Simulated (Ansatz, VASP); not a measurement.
# GePt: VASP beside Ansatz

```
Ge Pt
1.0
     5.73313    0.00000    0.00000
     0.00000    3.70868    0.00000
     0.00000    0.00000    6.09198
Ge Pt
4 4
Direct
  0.18490 0.25000 0.58835
  0.31510 0.75000 0.08835
  0.68490 0.25000 0.91165
  0.81510 0.75000 0.41165
  0.00069 0.25000 0.19131
  0.49931 0.75000 0.69131
  0.50069 0.25000 0.30869
  0.99931 0.75000 0.80869
```

Alike in both runs: functional PBEsol; k mesh 6 × 10 × 6; occupations fermi-dirac, width 0.15 eV; no spin polarisation.

Ansatz relaxed the structure, and its values are those at the end. VASP's run is a single point on that final structure, the one shown.

```csv
,VASP,Ansatz
version,VASP 6.6.1,Ansatz 0.2.0
potentials or method,"VASP PAW PBE potentials, release 64 (Ge_d, Pt), cutoff 520 eV","scalar-relativistic, plane waves, PAW"
valence electrons in the cell,96,128
```

|  | VASP | Ansatz | Ansatz less VASP |
| --- | --- | --- | --- |
| gap on the k mesh at the Fermi level (eV) | none | none | - |
| pressure (GPa) | 0.0 | 0.0 | +0.04 |

VASP's potentials were made for PBE, not for PBEsol. A gap of «none» marks a metal or a gap that the smearing closes. The functional is the same, so the differences come from potentials, cutoffs and numerics. VASP's potentials hold 96 valence electrons a cell and Ansatz's 128, so a difference there can come from the potentials and not from the codes.

Spin-orbit coupling is off throughout.
